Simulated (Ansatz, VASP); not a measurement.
**One calculation of WS2, two programs**

INCAR

```
SYSTEM = WS2
ALGO = Normal
EDIFF = 1E-6
ENCUT = 520
GGA = PS
ISIF = 2
ISMEAR = 0
LASPH = .TRUE.
LCHARG = .TRUE.
LELF = .TRUE.
LREAL = .FALSE.
LVHAR = .TRUE.
LWAVE = .FALSE.
NBANDS = 20
NELM = 100
PREC = Accurate
SIGMA = 0.02
```

File KPOINTS:

```
k-points
0
G
  12 12 12
  0 0 0
```

The input POSCAR:

```
WS2
1.0
    1.5089243472      0.8711778781      5.9822513646
   -1.5089243472      0.8711778781      5.9822513646
    0.0000000000     -1.7423557561      5.9822513646
W S
1 2
Direct
   -0.0004559493     -0.0004559493     -0.0004559493
    0.7524754961      0.7524754961      0.7524754961
    0.5792804532      0.5792804532      0.5792804532
```

Input for Ansatz:

```yaml
crystal:
  lattice:
    - [1.5089243472, 0.8711778781, 5.9822513646]
    - [-1.5089243472, 0.8711778781, 5.9822513646]
    - [0.0, -1.7423557561, 5.9822513646]
  atoms:
    - { symbol: W, position: [-0.0004559493, -0.0004559493, -0.0004559493] }
    - { symbol: S, position: [0.7524754961, 0.7524754961, 0.7524754961] }
    - { symbol: S, position: [0.5792804532, 0.5792804532, 0.5792804532] }
basis:
  ecutwfc: 420
kpoints:
  mp_grid: { grid: [12, 12, 12] }
hamiltonian:
  xc: pbesol
scf:
  occupations: { method: gaussian, width: 0.02 }
output:
  forces: true
  stress: true
  eigenvalues: true
  populations: true
```

Alike in both runs: task single point; functional PBEsol; k mesh 12 × 12 × 12; occupations gaussian, width 0.02 eV; no spin polarisation.

|  | VASP | Ansatz |
| --- | --- | --- |
| version | VASP 6.6.1 | Ansatz 0.2.0 |
| potentials or method | VASP PAW PBE potentials, release 64 (W_sv, S), cutoff 520 eV | scalar-relativistic, plane waves, PAW |
| valence electrons in the cell | 26 | 26 |

Ansatz gave:

| Quantity | Value |
| --- | --- |
| gap on the k mesh at the Fermi level (eV) | 0.87 |
| least direct gap on the mesh (eV) | 2.44 |
| pressure (GPa) | 19.9 |
| traceless stress, the component that is largest in VASP (GPa) | -3.16 |
| rms of the force components (eV/Å) | 0.621 |

Estimate VASP's values.

gap on the k mesh at the Fermi level (eV): 0.90; least direct gap on the mesh (eV): 2.45; pressure (GPa): 20.2; traceless stress, the component that is largest in VASP (GPa): -3.14; rms of the force components (eV/Å): 0.632.

VASP's potentials were made for PBE, not for PBEsol. Atom by atom the forces differ by 0.011 eV/Å (rms over components).

Neither program's run includes spin-orbit coupling.
